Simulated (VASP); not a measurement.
Here is a VASP 6.6.1 calculation.

The input INCAR:

```
ALGO = Normal
EDIFF = 1E-8
ENCUT = 520
GGA = CA
IBRION = 8
ISIF = 2
ISMEAR = 0
LASPH = T
LCHARG = F
LEPSILON = T
LREAL = F
LWAVE = F
NBANDS = 11
NELM = 100
NSW = 1
PREC = Accurate
SIGMA = 0.01
```

Contents of KPOINTS:

```
k-points
0
Gamma
  10 10 10
```

File POSCAR:

```
AlN
1.0
    0.0000000000      2.1010503061      2.1010503061
    2.1010503061      0.0000000000      2.1010503061
    2.1010503061      2.1010503061      0.0000000000
Al N
1 1
Direct
    0.0000000000      0.0000000000      0.0000000000
    0.7500000000      0.7500000000      0.7500000000
```

Potentials or basis: VASP PAW LDA potentials, release 64 (Al, N).

Run with:

```console
$ cat potpaw_LDA.64/Al/POTCAR potpaw_LDA.64/N/POTCAR > POTCAR
$ mpirun -np 1 vasp_std > vasp.out
```

**Question.** What does it give for the electronic dielectric tensor (diagonal)?

**Answer.** 4.41.

**Question.** Predict the Born charges (mean of the diagonal).

**Answer.** Al +2.52; N -2.52 e.

**Question.** Predict the highest phonon frequency at Γ, LO-TO splitting left out.

**Answer.** 770 cm⁻¹.

Phonon frequencies in cm⁻¹ (negative: imaginary):
```
              q point        frequencies
(0.000, 0.000, 0.000)  0 0 0 770 770 770
```

Caveat: the cell wasn't relaxed at this level first, which shifts response properties.
